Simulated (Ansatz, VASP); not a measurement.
# SrCl2 in VASP and in Ansatz

File INCAR:

```
SYSTEM = SrCl2
  PREC = Accurate
  ENCUT = 520
  EDIFF = 1E-6
  ISMEAR = -1
  SIGMA = 0.02
  LREAL = .False.
  LASPH = .True.
  NELM = 60
  ALGO = Normal
  ISIF = 2
  LWAVE = .False.
  LCHARG = .False.
  GGA = PE
  NBANDS = 19
```

KPOINTS

```
Automatic mesh
0
Gamma
  6 6 6
  0 0 0
```

File POSCAR:

```
SrCl2
1.0
    2.3331483831      1.4183888039      4.0153159702
   -2.3331483831      1.4183888039      4.0153159702
    0.0000000000     -2.8367776077      4.0153159702
Sr Cl
1 2
Direct
    0.0000000000      0.0000000000      0.0000000000
    0.2442215992      0.2442215992      0.2556859998
    0.7557784008      0.7557784008      0.7443140002
```

Input for Ansatz:

```yaml
crystal:
  lattice:
    - [2.3331483831, 1.4183888039, 4.0153159702]
    - [-2.3331483831, 1.4183888039, 4.0153159702]
    - [0.0, -2.8367776077, 4.0153159702]
  atoms:
    - { symbol: Sr, position: [0.0, 0.0, 0.0] }
    - { symbol: Cl, position: [0.2442215992, 0.2442215992, 0.2556859998] }
    - { symbol: Cl, position: [0.7557784008, 0.7557784008, 0.7443140002] }
kpoints:
  mp_grid: { grid: [6, 6, 6] }
  band_path:
    path:
      - [0.0, 0.0, 0.0]
      - [0.5, 0.5, 0.5]
      - [0.7501454876, 0.2498545124, 0.5]
      - [0.5, -0.2498545124, 0.2498545124]
      - [0.5, 0.0, 0.0]
      - [0.3749272562, -0.3749272562, 0.0]
      - [0.6250727438, 0.0, 0.3749272562]
      - [0.5, 0.0, 0.5]
      - [0.0, 0.5, 0.5]
      - [0.5, 0.5, 0.0]
    npoints: 1
hamiltonian:
  xc: pbe
scf:
  occupations: { method: fermi_dirac, width: 0.02 }
  n_extra_bands: 4
output:
  forces: true
  stress: true
  eigenvalues: true
```

Change from the starting cell: uniaxial_x strain -5.0%.

Alike in both runs: task single point; functional PBE; k mesh 6 × 6 × 6; occupations fermi-dirac, width 0.02 eV; no spin polarisation.

|  | VASP | Ansatz |
| --- | --- | --- |
| version | VASP 6.6.1 | Ansatz 0.2.0 |
| potentials or method | VASP PAW PBE potentials, release 64 (Sr_sv, Cl) | plane waves, PAW |
| plane-wave cutoff (eV) | 520 | 420 |
| valence electrons in the cell | 24 | 24 |

Ansatz gave:

| Property | Result |
| --- | --- |
| gap on the k mesh at the Fermi level (eV) | 5.41 |
| pressure (GPa) | 3.7 |
| traceless stress, the component that is largest in VASP (GPa) | 0.94 |

Problem. Which values does VASP return?

Solution. gap on the k mesh at the Fermi level (eV): 5.40; pressure (GPa): 3.9; traceless stress, the component that is largest in VASP (GPa): 0.94.
